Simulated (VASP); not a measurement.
# Os (P6_3/mmc) in VASP: single point with r2SCAN

Aim: the single point of Os with r2SCAN.

Program: VASP 6.6.1. These are calculated values, not measurements. Logs are shortened: lines on timing, memory, paths and dates and some standing lists are left out, and cuts for length are marked.

## 1. The cell of the first run

The structure is hexagonal, space group P6_3/mmc (No. 194). Conventional cell: a = 2.739 Å, b = 2.739 Å, c = 4.314 Å, α = 90.00°, β = 90.00°, γ = 120.00°. Os (site symmetry -6m2) has 12 Os at 2.67 to 2.74 Å within 3.5 Å.

## 2. Single point, r2SCAN

POSCAR reads:

```
Os
1.0
    2.7393806551      0.0000000000      0.0000000000
   -1.3696903275      2.3723732379      0.0000000000
    0.0000000000      0.0000000000      4.3138178725
Os
2
Direct
    0.3333333333      0.6666666667      0.2500000000
    0.6666666667      0.3333333333      0.7500000000
```

INCAR.step1 reads:

```
ALGO = Normal
EDIFF = 1E-5
ENCUT = 620
GGA = PE
GGA_COMPAT = False
ISMEAR = -1
LASPH = True
LCHARG = False
LREAL = False
LWAVE = True
NBANDS = 23
NELM = 120
PREC = Accurate
SIGMA = 0.1
```

INCAR.step2 reads:

```
ALGO = Normal
EDIFF = 1E-6
ENCUT = 620
GGA_COMPAT = False
ISIF = 2
ISMEAR = -1
ISTART = 1
LASPH = True
LCHARG = True
LELF = True
LMIXTAU = True
LREAL = False
LVHAR = True
LWAVE = False
METAGGA = R2SCAN
NBANDS = 23
NELM = 120
PREC = Accurate
SIGMA = 0.1
```

KPOINTS reads:

```
k-points
0
Gamma
  5 5 3
```

Potentials or basis: VASP PAW PBE potentials, release 64 (Os_sv_GW).

Run with:

```
> cat potpaw_PBE.64/Os_sv_GW/POTCAR > POTCAR
> cp INCAR.step1 INCAR
> mpirun -np 1 vasp_std > vasp.out
> cp INCAR.step2 INCAR
> mpirun -np 1 vasp_std > vasp.out
```

OUTCAR:

```text
EDIFF = 1E-6
   ENCUT = 620
   ISIF = 2
   ISMEAR = -1
   ISTART = 1
   LASPH = True
   LREAL = False
   METAGGA = R2SCAN
   NELM = 120
   PREC = Accurate

 ion  position               nearest neighbor table
   1  0.333  0.667  0.250-   2 2.67   2 2.67   2 2.67   2 2.67   2 2.67   2 2.67
   2  0.667  0.333  0.750-   1 2.67   1 2.67   1 2.67   1 2.67   1 2.67   1 2.67

  LATTYP: Found a hexagonal cell.
 ALAT       =     2.7393806551
 C/A-ratio  =     1.5747420368

  Lattice vectors:

 A1 = (   2.7393806551,   0.0000000000,   0.0000000000)
 A2 = (  -1.3696903275,   2.3723732379,   0.0000000000)
 A3 = (   0.0000000000,   0.0000000000,   4.3138178725)

Analysis of symmetry for initial positions (statically):
=====================================================================
 Subroutine PRICEL returns:
 Original cell was already a primitive cell.

 Routine SETGRP: Setting up the symmetry group for a
 hexagonal supercell.

 Subroutine GETGRP returns: Found 24 space group operations
 (whereof 12 operations were pure point group operations)
 out of a pool of 24 trial point group operations.

The static configuration has the point symmetry D_3d.
 The point group associated with its full space group is D_6h.

Analysis of symmetry for dynamics (positions and initial velocities):
=====================================================================
 Subroutine PRICEL returns:
 Original cell was already a primitive cell.

 Routine SETGRP: Setting up the symmetry group for a
 hexagonal supercell.

 Subroutine GETGRP returns: Found 24 space group operations
 (whereof 12 operations were pure point group operations)
 out of a pool of 24 trial point group operations.

The dynamic configuration has the point symmetry D_3d.
 The point group associated with its full space group is D_6h.

 Subroutine INISYM returns: Found 24 space group operations
 (whereof 12 operations are pure point group operations),
 and found     1 'primitive' translations

----------------------------------------------------------------------------------------

                                     Primitive cell

  volume of cell :      28.0348

  direct lattice vectors                    reciprocal lattice vectors
     2.739380655  0.000000000  0.000000000     0.365046018  0.210759417  0.000000000
    -1.369690328  2.372373238  0.000000000     0.000000000  0.421518834  0.000000000
     0.000000000  0.000000000  4.313817872     0.000000000  0.000000000  0.231813217

  length of vectors
     2.739380655  2.739380655  4.313817872     0.421518834  0.421518834  0.231813217

  position of ions in fractional coordinates (direct lattice)
     0.333333333  0.666666667  0.250000000
     0.666666667  0.333333333  0.750000000

  ion indices of the primitive-cell ions
   primitive index   ion index
                 1           1
                 2           2

----------------------------------------------------------------------------------------

 KPOINTS: k-points

Automatic generation of k-mesh.
 Grid dimensions read from file:
 generate k-points for:    5    5    3

 Generating k-lattice:

  Cartesian coordinates                     Fractional coordinates (reciprocal lattice)
     0.073009204  0.042151883  0.000000000     0.200000000  0.000000000  0.000000000
     0.000000000  0.084303767  0.000000000     0.000000000  0.200000000  0.000000000
     0.000000000  0.000000000  0.077271072     0.000000000  0.000000000  0.333333333

  Length of vectors
     0.084303767  0.084303767  0.077271072

  Shift w.r.t. Gamma in fractional coordinates (k-lattice)
     0.000000000  0.000000000  0.000000000

 Subroutine IBZKPT returns following result:
 ===========================================

 Found     10 irreducible k-points:

 Following reciprocal coordinates:
            Coordinates               Weight
  0.000000  0.000000  0.000000      1.000000
  0.200000 -0.000000  0.000000      6.000000
  0.400000  0.000000  0.000000      6.000000
  0.200000  0.200000  0.000000      6.000000
  0.400000  0.200000  0.000000      6.000000
  0.000000  0.000000  0.333333      2.000000
  0.200000 -0.000000  0.333333     12.000000
  0.400000  0.000000  0.333333     12.000000
  0.200000  0.200000  0.333333     12.000000
  0.400000  0.200000  0.333333     12.000000
   k-points           NKPTS =     10   k-points in BZ     NKDIM =     10   number of bands    NBANDS=     23
   number of dos      NEDOS =    301   number of ions     NIONS =      2
   total plane-waves  NPLWV =  20736
   dimension x,y,z NGX =    24 NGY =   24 NGZ =   36
   dimension x,y,z NGXF=    48 NGYF=   48 NGZF=   72
   ions per type =               2
   NGX,Y,Z   is equivalent  to a cutoff of  14.56, 14.56, 13.87 a.u.
   NGXF,Y,Z  is equivalent  to a cutoff of  29.13, 29.13, 27.75 a.u.
 SYSTEM =  unknown system
   PREC   = accura    normal or accurate (medium, high low for compatibility)
   ISTART =      1    job   : 0-new  1-cont  2-samecut
   ICHARG =      0    charge: 1-file 2-atom 10-const
   ISPIN  =      1    spin polarized calculation?
   LNONCOLLINEAR =      F non collinear calculations
   LSORBIT =      F    spin-orbit coupling
   LASPH  =      T    aspherical Exc in radial PAW
   ENCUT  =  620.0 eV  45.57 Ry    6.75 a.u.   5.56  5.56  8.76*2*pi/ulx,y,z
   NELM   =    120;   NELMIN=  2; NELMDL=  0     # of ELM steps
   EDIFF  = 0.1E-05   stopping-criterion for ELM
   LREAL  =      F    real-space projection
   EDIFFG = 0.1E-04   stopping-criterion for IOM
   NSW    =      0    number of steps for IOM
   IBRION =     -1    ionic relax: 0-MD 1-quasi-New 2-CG
   NFREE  =      0    steps in history (QN), initial steepest desc. (CG)
   ISIF   =      2    stress and relaxation
   ISYM   =      2    0-nonsym 1-usesym 2-fastsym
   POTIM  = 0.5000    time-step for ionic-motion
   TEBEG  =    0.0;   TEEND  =   0.0 temperature during run
   PSTRESS=    0.0 pullay stress
   NELECT =      32.0000    total number of electrons
   NUPDOWN=      -1.0000    fix difference up-down
   EMIN   =  10.00;   EMAX   =-10.00  energy-range for DOS
   EFERMI =   0.00;   METHOD = LEGACY
   ISMEAR =    -1;   SIGMA  =   0.10  broadening in eV -4-tet -1-fermi 0-gaus
   EFERMI_NEDOS =   21; number of points for ismear=-14 and -15
   IALGO  =     38    algorithm
   IMIX   =      4    mixing-type and parameters
     AMIX     =   0.40;   BMIX     =  1.00
     AMIX_MAG =   1.60;   BMIX_MAG =  1.00
  volume/ion in A,a.u.               =      14.02        94.59
  Fermi-wavevector in a.u.,A,eV,Ry     =   1.710904  3.233141 39.826893  2.927194
  Thomas-Fermi vector in A             =   2.789117
   LORBIT       =      0    0 simple, 1 ext, 2 COOP (PROOUT), +10 PAW based schemes
   METAGGA = R2SCAN    functional components
   LHFCALC =     F    Hartree Fock is set to
   AEXX    =    0.0000 exact exchange contribution
   IVDW    =     0    specifies the selected vdW correction
   LEPSILON=     F    determine dielectric tensor
   LRPA    =     F    only Hartree local field effects (RPA)
 non-spin polarized calculation
  energy-cutoff  :      620.00
  volume of cell :       28.03
 maximum number of plane-waves:      1008
 NGX is ok and might be reduce to    24
   NGX = 11   NGY = 11   NGZ = 17

 number of electron      32.0000000 magnetization

 Free energy of the ion-electron system (eV)
  ---------------------------------------------------
  ext. energy  EPLUGINS =         0.00000000
  ---------------------------------------------------
  free energy    TOTEN  =      -108.09044762 eV

  energy without entropy =     -108.02616187  energy(sigma->0) =     -108.05830475

 E-fermi :  13.4587     XC(G=0): -16.0111

 val. band max:       13.4222636383   @ k =   0.0000   0.0000   0.3333
 cond. band min:      13.5420985054   @ k =   0.0000   0.0000   0.0000
 fundamental gap:      0.1198348671
 Fermi energy:        13.4587378644

 k-point     1 :       0.0000    0.0000    0.0000
  band No.  band energies     occupation
      1     -75.2450      2.00000
      2     -75.1134      2.00000
      3     -34.6221      2.00000
      4     -33.6143      2.00000
      5     -33.6143      2.00000
      6     -33.4234      2.00000
[... 15 lines left out ...]
     22      27.5228      0.00000
     23      30.0676      0.00000

 k-point     2 :       0.2000   -0.0000    0.0000
  band No.  band energies     occupation
      1     -75.2121      2.00000
      2     -75.1032      2.00000
      3     -34.4845      2.00000
      4     -33.8877      2.00000
      5     -33.7046      2.00000
      6     -33.7039      2.00000
[... 15 lines left out ...]
     22      29.3765      0.00000
     23      30.6095      0.00000

 k-point     3 :       0.4000    0.0000    0.0000
  band No.  band energies     occupation
      1     -75.1508      2.00000
      2     -75.0932      2.00000
      3     -34.3270      2.00000
      4     -34.1836      2.00000
      5     -34.1256      2.00000
      6     -33.8391      2.00000
[... 15 lines left out ...]
     22      24.8943      0.00000
     23      26.6662      0.00000

 k-point     4 :       0.2000    0.2000    0.0000
  band No.  band energies     occupation
      1     -75.1641      2.00000
      2     -75.0934      2.00000
      3     -34.2566      2.00000
      4     -34.1160      2.00000
      5     -34.0989      2.00000
      6     -33.7997      2.00000
[... 15 lines left out ...]
     22      25.1981      0.00000
     23      25.8866      0.00000

 k-point     5 :       0.4000    0.2000    0.0000
  band No.  band energies     occupation
      1     -75.1245      2.00000
      2     -75.0975      2.00000
      3     -34.3227      2.00000
      4     -34.1192      2.00000
      5     -34.0191      2.00000
      6     -33.9984      2.00000
[... 15 lines left out ...]
     22      25.2341      0.00000
     23      27.8171      0.00000

 k-point     6 :       0.0000    0.0000    0.3333
  band No.  band energies     occupation
      1     -75.2123      2.00000
      2     -75.1471      2.00000
      3     -34.3247      2.00000
      4     -33.7010      2.00000
      5     -33.5673      2.00000
      6     -33.5673      2.00000
[... 15 lines left out ...]
     22      27.8297      0.00000
     23      28.6536      0.00000

 k-point     7 :       0.2000   -0.0000    0.3333
  band No.  band energies     occupation
      1     -75.1848      2.00000
      2     -75.1304      2.00000
      3     -34.3053      2.00000
      4     -33.9256      2.00000
      5     -33.7623      2.00000
      6     -33.6450      2.00000
[... 15 lines left out ...]
     22      29.1880      0.00000
     23      30.6481      0.00000

 k-point     8 :       0.4000    0.0000    0.3333
  band No.  band energies     occupation
      1     -75.1364      2.00000
      2     -75.1076      2.00000
      3     -34.4690      2.00000
      4     -34.3333      2.00000
      5     -33.8443      2.00000
      6     -33.7646      2.00000
[... 15 lines left out ...]
     22      25.8911      0.00000
     23      29.1279      0.00000

 k-point     9 :       0.2000    0.2000    0.3333
  band No.  band energies     occupation
      1     -75.1465      2.00000
      2     -75.1113      2.00000
      3     -34.3543      2.00000
      4     -34.2188      2.00000
      5     -33.8482      2.00000
      6     -33.8318      2.00000
[... 15 lines left out ...]
     22      27.4336      0.00000
     23      29.3764      0.00000

 k-point    10 :       0.4000    0.2000    0.3333
  band No.  band energies     occupation
      1     -75.1177      2.00000
      2     -75.1043      2.00000
      3     -34.4238      2.00000
      4     -34.3358      2.00000
      5     -34.0315      2.00000
      6     -33.8569      2.00000
[... 15 lines left out ...]
     22      24.0011      0.00000
     23      25.7220      0.00000

------------------------ aborting loop because EDIFF is reached ----------------------------------------

  FORCE on cell =-STRESS in cart. coord.  units (eV):
  Direction    XX          YY          ZZ          XY          YZ          ZX
  --------------------------------------------------------------------------------------
  -------------------------------------------------------------------------------------
  Total       -0.6019699     -0.6019699      1.4268612     -0.0000000      0.0000000      0.0000000
  in kB      -34.4023516    -34.4023516     81.5445780     -0.0000000      0.0000000      0.0000000
  external PRESSURE =       4.2466250 kB  Pullay stress =       0.0000000 kB

 VOLUME and BASIS-vectors are now :
 -----------------------------------------------------------------------------
  energy-cutoff  :      620.00
  volume of cell :       28.03
      direct lattice vectors                 reciprocal lattice vectors
     2.739380655  0.000000000  0.000000000     0.365046018  0.210759417  0.000000000
    -1.369690328  2.372373238  0.000000000     0.000000000  0.421518834  0.000000000
     0.000000000  0.000000000  4.313817872     0.000000000  0.000000000  0.231813217

 POSITION                                       TOTAL-FORCE (eV/Angst)
 -----------------------------------------------------------------------------------
     -0.00000      1.58158      1.07845        -0.000000      0.000000      0.000000
      1.36969      0.79079      3.23536         0.000000     -0.000000      0.000000
 -----------------------------------------------------------------------------------
    total drift:                                0.000000     -0.000000      0.000000

  FREE ENERGIE OF THE ION-ELECTRON SYSTEM (eV)
  ---------------------------------------------------
  free  energy   TOTEN  =      -108.0904476167 eV

  energy  without entropy=     -108.0261618749  energy(sigma->0) =     -108.05830475
```

It took 26 s on 1 thread of Intel Xeon 6975P-C (Granite Rapids), shared host; peak memory 0.16 GiB.

What came out:

| Property | Result |
| --- | --- |
| Free energy | -108.0904 eV |
| Pressure | 0.4 GPa |
| Band gap on the k mesh | zero (bands 16 and 17 overlap by 3.18 eV) |

Stress tensor (GPa, compression positive):
```
-3.44  0.00  0.00
 0.00 -3.44  0.00
 0.00  0.00  8.15
```

Levels at points of the mesh, in eV from the Fermi level:
```csv
k point,band 12,band 13,band 14,band 15,band 16,band 17,band 18,band 19,band 20,band 21
"(0.00, 0.00, 0.00)",-3.07,-2.78,-2.20,-2.20,-1.59,-1.59,0.08,1.82,1.82,9.62
```

Caveat: the k points lie up to 0.53 Å⁻¹ apart, too coarse for converged energies and pressures of a metal; the PAW data sets were made with another functional, which shifts forces and pressure a little; spin-orbit coupling is left out, which moves the levels of the heavy elements.

The gap in the log of VASP goes by the Fermi energy; the results here count the filled bands.